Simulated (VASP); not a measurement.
A run of VASP 6.6.1 is set up as follows.

INCAR

```
SYSTEM = TaVN2
  PREC = Accurate
  ENCUT = 520
  EDIFF = 1E-6
  ISMEAR = -1
  SIGMA = 0.05
  LREAL = .False.
  LASPH = .True.
  NELM = 150
  ALGO = Normal
  ISIF = 2
  LWAVE = .False.
  LCHARG = .False.
  ISPIN = 2
  MAGMOM = 0 1.46 0 0
  LORBIT = 11
  LMAXMIX = 4
  GGA = PE
  NBANDS = 29
```

File KPOINTS:

```
regular mesh
0
Gamma
  9 9 6
  0 0 0
```

Contents of POSCAR:

```
TaVN2
1.0
    3.0498670000      0.0000000000      0.0000000000
    0.0000000000      3.0498670000      0.0000000000
    0.0000000000      0.0000000000      4.2960620000
Ta V N
1 1 2
Direct
    0.0000000000      0.0000000000      0.0000000000
    0.5000000000      0.5000000000      0.5000000000
    0.5000000000      0.5000000000      0.0000000000
    0.0000000000      0.0000000000      0.5000000000
```

Potentials or basis: VASP PAW PBE potentials, release 64 (Ta_pv, V_sv, N).

The run is started by

```console
$ cat potpaw_PBE.64/Ta_pv/POTCAR potpaw_PBE.64/V_sv/POTCAR potpaw_PBE.64/N/POTCAR > POTCAR
$ mpirun -np 1 vasp_std > vasp.out
```

(1) Estimate the site moments.

(2) Estimate the net moment.

Results:

(1) Ta -0.06; V +1.09; N +0.02 μB.

(2) 1.14 μB per cell.
